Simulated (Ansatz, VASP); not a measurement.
# Ru in VASP and in Ansatz

```
CELL_PARAMETERS angstrom
2.66215 0.00000 0.00000
-1.33107 2.30549 0.00000
0.00000 0.00000 4.42347
ATOMIC_POSITIONS crystal
Ru 0.33333 0.66667 0.25000
Ru 0.66667 0.33333 0.75000
```

Alike in both runs: task single point; functional r2SCAN; k mesh 24 × 24 × 12; occupations gaussian, width 0.15 eV; no spin polarisation.

|  | VASP | Ansatz |
| --- | --- | --- |
| version | VASP 6.6.1 | Ansatz 0.2.0 |
| potentials or method | VASP PAW PBE potentials, release 64 (Ru_pv), cutoff 520 eV | scalar-relativistic, plane waves, PAW |
| valence electrons in the cell | 28 | 32 |

```csv
,VASP,Ansatz,Ansatz less VASP
gap on the k mesh at the Fermi level (eV),none,none,-
pressure (GPa),-0.2,-1.7,-1.49
"traceless stress, the component that is largest in VASP (GPa)",-16.56,-16.52,+0.036
```

VASP's potentials were made for PBE, not for r2SCAN. A gap of «none» marks a metal or a gap that the smearing closes. The functional is the same, so the differences come from potentials, cutoffs and numerics. VASP's potentials hold 28 valence electrons a cell and Ansatz's 32, so a difference there can come from the potentials and not from the codes.
